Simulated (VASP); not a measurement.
# C (I4/mmm) in VASP: single point with PBE

Aim: the single point of C with PBE.

All numbers are computed with VASP 6.6.1; they aren't measurements. Logs are shortened: lines on timing, memory, paths and dates and some standing lists are left out, and cuts for length are marked.

## Step 1: The cell of the first run

The structure is tetragonal, space group I4/mmm (No. 139). The conventional cell has a = 1.624 Å, b = 1.624 Å, c = 8.143 Å, α = 90.00°, β = 90.00°, γ = 90.00°. Within 2.2 Å of C (site symmetry 4/mmm) lie 4 C at 1.62 Å.

The cell was built from a structure type or drawn by symmetry, and may not be a known phase.

## Step 2: Single point, PBE

File INCAR:

```
PREC = Accurate ; ENCUT = 520
EDIFF = 1E-6 ; ISMEAR = 0
SIGMA = 0.1 ; LREAL = False
LASPH = True ; NELM = 60
ALGO = Normal ; ISIF = 2
LWAVE = False ; LCHARG = False
GGA = PE ; NBANDS = 8
```

File KPOINTS:

```
Automatic mesh
0
Gamma
  46 46 46
```

File POSCAR:

```
C
1.0
   -0.8117849655      0.8117849655      4.0716414094
    0.8117849655     -0.8117849655      4.0716414094
    0.8117849655      0.8117849655     -4.0716414094
C
1
Direct
    0.5000000000      0.5000000000      0.0000000000
```

Potentials or basis: VASP PAW PBE potentials, release 64 (C).

Started as:

```
> cat potpaw_PBE.64/C/POTCAR > POTCAR
> mpirun -np 1 vasp_std > vasp.out
```

OUTCAR:

```text
PREC = Accurate
   ENCUT = 520
   EDIFF = 1E-6
   ISMEAR = 0
   LREAL = False
   LASPH = True
   NELM = 60
   ISIF = 2
   GGA = PE

 ion  position               nearest neighbor table
   1  0.500  0.500  0.000-

  LATTYP: Found a body centered tetragonal cell.
 ALAT       =     1.6235699310
 C/A-ratio  =     5.0156649636

  Lattice vectors:

 A1 = (  -0.8117849655,   0.8117849655,   4.0716414094)
 A2 = (   0.8117849655,  -0.8117849655,   4.0716414094)
 A3 = (   0.8117849655,   0.8117849655,  -4.0716414094)

Analysis of symmetry for initial positions (statically):
=====================================================================
 Subroutine PRICEL returns:
 Original cell was already a primitive cell.

 Routine SETGRP: Setting up the symmetry group for a
 body centered tetragonal supercell.

 Subroutine GETGRP returns: Found 16 space group operations
 (whereof 16 operations were pure point group operations)
 out of a pool of 16 trial point group operations.

The static configuration has the point symmetry D_4h.

Analysis of symmetry for dynamics (positions and initial velocities):
=====================================================================
 Subroutine PRICEL returns:
 Original cell was already a primitive cell.

 Routine SETGRP: Setting up the symmetry group for a
 body centered tetragonal supercell.

 Subroutine GETGRP returns: Found 16 space group operations
 (whereof 16 operations were pure point group operations)
 out of a pool of 16 trial point group operations.

The dynamic configuration has the point symmetry D_4h.

 Subroutine INISYM returns: Found 16 space group operations
 (whereof 16 operations are pure point group operations),
 and found     1 'primitive' translations

----------------------------------------------------------------------------------------

                                     Primitive cell

  volume of cell :      10.7328

  direct lattice vectors                    reciprocal lattice vectors
    -0.811784966  0.811784966  4.071641409     0.000000000  0.615926657  0.122800598
     0.811784966 -0.811784966  4.071641409     0.615926657  0.000000000  0.122800598
     0.811784966  0.811784966 -4.071641409     0.615926657  0.615926657  0.000000000

  length of vectors
     4.230396368  4.230396368  4.230396368     0.628049069  0.628049069  0.871051832

  position of ions in fractional coordinates (direct lattice)
     0.500000000  0.500000000  0.000000000

  ion indices of the primitive-cell ions
   primitive index   ion index
                 1           1

----------------------------------------------------------------------------------------

 KPOINTS: Automatic mesh

Automatic generation of k-mesh.
 Grid dimensions read from file:
 generate k-points for:   46   46   46

 Generating k-lattice:

  Cartesian coordinates                     Fractional coordinates (reciprocal lattice)
     0.000000000  0.013389710  0.002669578     0.021739130  0.000000000 -0.000000000
     0.013389710  0.000000000  0.002669578     0.000000000  0.021739130 -0.000000000
     0.013389710  0.013389710  0.000000000     0.000000000  0.000000000  0.021739130

  Length of vectors
     0.013653241  0.013653241  0.018935909

  Shift w.r.t. Gamma in fractional coordinates (k-lattice)
     0.000000000  0.000000000  0.000000000

 Subroutine IBZKPT returns following result:
 ===========================================

 Found   6780 irreducible k-points:

 Following reciprocal coordinates:
            Coordinates               Weight
  0.000000  0.000000  0.000000      1.000000
  0.021739  0.000000 -0.000000      8.000000
  0.043478  0.000000 -0.000000      8.000000
  0.065217 -0.000000  0.000000      8.000000
  0.086957  0.000000 -0.000000      8.000000
  0.108696 -0.000000  0.000000      8.000000
[... 16 lines left out ...]
  0.478261  0.000000 -0.000000      8.000000
  0.500000  0.000000  0.000000      4.000000
 [... further k-points ...]
   k-points           NKPTS =   6780   k-points in BZ     NKDIM =   6780   number of bands    NBANDS=      8
   number of dos      NEDOS =    301   number of ions     NIONS =      1
   total plane-waves  NPLWV =  32768
   dimension x,y,z NGX =    32 NGY =   32 NGZ =   32
   dimension x,y,z NGXF=    64 NGYF=   64 NGZF=   64
   ions per type =               1
   NGX,Y,Z   is equivalent  to a cutoff of  12.58, 12.58, 12.58 a.u.
   NGXF,Y,Z  is equivalent  to a cutoff of  25.15, 25.15, 25.15 a.u.
 SYSTEM =  unknown system
   PREC   = accura    normal or accurate (medium, high low for compatibility)
   ISTART =      0    job   : 0-new  1-cont  2-samecut
   ICHARG =      2    charge: 1-file 2-atom 10-const
   ISPIN  =      1    spin polarized calculation?
   LNONCOLLINEAR =      F non collinear calculations
   LSORBIT =      F    spin-orbit coupling
   LASPH  =      T    aspherical Exc in radial PAW
   ENCUT  =  520.0 eV  38.22 Ry    6.18 a.u.   7.87  7.87  7.87*2*pi/ulx,y,z
   NELM   =     60;   NELMIN=  2; NELMDL= -5     # of ELM steps
   EDIFF  = 0.1E-05   stopping-criterion for ELM
   LREAL  =      F    real-space projection
   EDIFFG = 0.1E-04   stopping-criterion for IOM
   NSW    =      0    number of steps for IOM
   IBRION =     -1    ionic relax: 0-MD 1-quasi-New 2-CG
   NFREE  =      0    steps in history (QN), initial steepest desc. (CG)
   ISIF   =      2    stress and relaxation
   ISYM   =      2    0-nonsym 1-usesym 2-fastsym
   POTIM  = 0.5000    time-step for ionic-motion
   TEBEG  =    0.0;   TEEND  =   0.0 temperature during run
   PSTRESS=    0.0 pullay stress
   NELECT =       4.0000    total number of electrons
   NUPDOWN=      -1.0000    fix difference up-down
   EMIN   =  10.00;   EMAX   =-10.00  energy-range for DOS
   EFERMI =   0.00;   METHOD = LEGACY
   ISMEAR =     0;   SIGMA  =   0.10  broadening in eV -4-tet -1-fermi 0-gaus
   EFERMI_NEDOS =   21; number of points for ismear=-14 and -15
   IALGO  =     38    algorithm
   IMIX   =      4    mixing-type and parameters
     AMIX     =   0.40;   BMIX     =  1.00
     AMIX_MAG =   1.60;   BMIX_MAG =  1.00
  volume/ion in A,a.u.               =      10.73        72.43
  Fermi-wavevector in a.u.,A,eV,Ry     =   1.178124  2.226331 18.884561  1.387976
  Thomas-Fermi vector in A             =   2.314458
   LORBIT       =      0    0 simple, 1 ext, 2 COOP (PROOUT), +10 PAW based schemes
   GGA     = PE    functional components
   LHFCALC =     F    Hartree Fock is set to
   AEXX    =    0.0000 exact exchange contribution
   IVDW    =     0    specifies the selected vdW correction
   LEPSILON=     F    determine dielectric tensor
   LRPA    =     F    only Hartree local field effects (RPA)
 non-spin polarized calculation
 Gauss-broadening in eV      SIGMA  =   0.10
  energy-cutoff  :      520.00
  volume of cell :       10.73
 maximum number of plane-waves:       306
   NGX = 15   NGY = 15   NGZ = 15

 number of electron       4.0000000 magnetization

 Free energy of the ion-electron system (eV)
  ---------------------------------------------------
  ext. energy  EPLUGINS =         0.00000000
  ---------------------------------------------------
  free energy    TOTEN  =        -6.62808432 eV

  energy without entropy =       -6.62648521  energy(sigma->0) =       -6.62728477

 E-fermi :   2.8552     XC(G=0):  -9.2881

 val. band max:        2.8550650784   @ k =  -0.0435  -0.4130   0.0217
 cond. band min:       2.8553001048   @ k =   0.1957   0.1522   0.1522
 fundamental gap:      0.0002350263
 Fermi energy:         2.8552339868

 k-point     1 :       0.0000    0.0000    0.0000
  band No.  band energies     occupation
      1     -16.3650      2.00000
      2      -3.7909      2.00000
      3       6.5379      0.00000
      4      18.5882      0.00000
      5      18.5882      0.00000
      6      22.6315      0.00000
      7      29.8001      0.00000
      8      37.6130      0.00000

 k-point     2 :       0.0217    0.0000   -0.0000
  band No.  band energies     occupation
      1     -16.3445      2.00000
      2      -3.7680      2.00000
      3       6.5658      0.00000
      4      18.4360      0.00000
      5      18.6035      0.00000
      6      22.6361      0.00000
      7      29.8498      0.00000
      8      37.7639      0.00000

 k-point     3 :       0.0435    0.0000   -0.0000
  band No.  band energies     occupation
      1     -16.2831      2.00000
      2      -3.6992      2.00000
      3       6.6494      0.00000
      4      17.9916      0.00000
      5      18.6490      0.00000
      6      22.6504      0.00000
      7      29.9936      0.00000
      8      38.2007      0.00000

 k-point     4 :       0.0652   -0.0000    0.0000
  band No.  band energies     occupation
      1     -16.1808      2.00000
      2      -3.5848      2.00000
      3       6.7880      0.00000
      4      17.3039      0.00000
      5      18.7245      0.00000
      6      22.6760      0.00000
      7      30.2189      0.00000
      8      38.8808      0.00000

 k-point     5 :       0.0870    0.0000   -0.0000
  band No.  band energies     occupation
      1     -16.0378      2.00000
      2      -3.4249      2.00000
      3       6.9807      0.00000
      4      16.4275      0.00000
      5      18.8287      0.00000
      6      22.7137      0.00000
      7      30.5119      0.00000
      8      39.7443      0.00000
[... 177 lines left out ...]
 k-point    22 :       0.4565   -0.0000    0.0000
  band No.  band energies     occupation
      1      -8.0058      2.00000
      2      -2.8361      2.00000
      3       4.3231      0.00000
      4      15.8482      0.00000
      5      19.8778      0.00000
      6      22.5434      0.00000
      7      25.0113      0.00000
      8      30.3196      0.00000

 k-point    23 :       0.4783    0.0000   -0.0000
  band No.  band energies     occupation
      1      -7.5173      2.00000
      2      -3.4317      2.00000
      3       4.5835      0.00000
      4      15.6151      0.00000
      5      20.7076      0.00000
      6      22.6146      0.00000
      7      23.9460      0.00000
      8      30.4768      0.00000

 k-point    24 :       0.5000    0.0000    0.0000
  band No.  band energies     occupation
      1      -7.3188      2.00000
      2      -3.6659      2.00000
      3       4.6746      0.00000
      4      15.5235      0.00000
      5      21.1827      0.00000
      6      22.6396      0.00000
      7      23.3987      0.00000
      8      30.5409      0.00000

 [... further k-points ...]

------------------------ aborting loop because EDIFF is reached ----------------------------------------

  FORCE on cell =-STRESS in cart. coord.  units (eV):
  Direction    XX          YY          ZZ          XY          YZ          ZX
  --------------------------------------------------------------------------------------
  -------------------------------------------------------------------------------------
  Total        0.0159085      0.0159085      0.0016295      0.0000000      0.0000000      0.0000000
  in kB        2.3748087      2.3748087      0.2432489      0.0000000      0.0000000      0.0000000
  external PRESSURE =       1.6642888 kB  Pullay stress =       0.0000000 kB

 VOLUME and BASIS-vectors are now :
 -----------------------------------------------------------------------------
  energy-cutoff  :      520.00
  volume of cell :       10.73
      direct lattice vectors                 reciprocal lattice vectors
    -0.811784966  0.811784966  4.071641409     0.000000000  0.615926657  0.122800598
     0.811784966 -0.811784966  4.071641409     0.615926657  0.000000000  0.122800598
     0.811784966  0.811784966 -4.071641409     0.615926657  0.615926657  0.000000000

 POSITION                                       TOTAL-FORCE (eV/Angst)
 -----------------------------------------------------------------------------------
      0.00000      0.00000      4.07164        -0.000000      0.000000      0.000000
 -----------------------------------------------------------------------------------
    total drift:                               -0.000000      0.000000     -0.000000

  FREE ENERGIE OF THE ION-ELECTRON SYSTEM (eV)
  ---------------------------------------------------
  free  energy   TOTEN  =        -6.6280843212 eV

  energy  without entropy=       -6.6264852150  energy(sigma->0) =       -6.62728477
```

Wall time 14 min (1 thread of Intel Xeon Platinum 8259CL at 2.50GHz (Skylake/Cascade Lake), shared host); peak memory 0.64 GiB.

Results:

| Quantity | Value |
| --- | --- |
| Free energy | -6.6281 eV |
| Pressure | 0.2 GPa |
| Band gap on the k mesh | zero (bands 2 and 3 overlap by 2.31 eV) |
